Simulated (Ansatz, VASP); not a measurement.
Te: VASP beside Ansatz

```xyz
1
Lattice="14.0000 0.0000 0.0000 0.0000 14.4000 0.0000 0.0000 0.0000 14.8000" Properties=species:S:1:pos:R:3 pbc="T T T"
Te    7.0000    7.2000    7.4000
```

Alike in both runs: task single point; functional BLYP; k mesh 1 × 1 × 1; occupations fermi-dirac, width 0.01 eV; collinear spin.

```csv
,VASP,Ansatz
version,VASP 6.6.1,Ansatz 0.2.0
potentials or method,"VASP PAW PBE potentials, release 64 (Te), cutoff 520 eV","plane waves (420 eV) with PAW, scalar-relativistic"
valence electrons in the cell,6,16
```

|  | VASP | Ansatz | Ansatz less VASP |
| --- | --- | --- | --- |
| net moment per atom (μB) | 2.00 | 2.00 | 0.000 |
| size of the moment on the site where the two differ most (μB) | 0.95 | 2.00 | +1.047 |

VASP's potentials were made for PBE, not for BLYP. Site moments also hang on the region over which each program counts them. VASP's potentials hold 6 valence electrons a cell and Ansatz's 16, so a difference there can come from the potentials and not from the codes. Ansatz's warnings: open shared shell at semilocal close, stability check not made.

Neither program's run includes spin-orbit coupling.
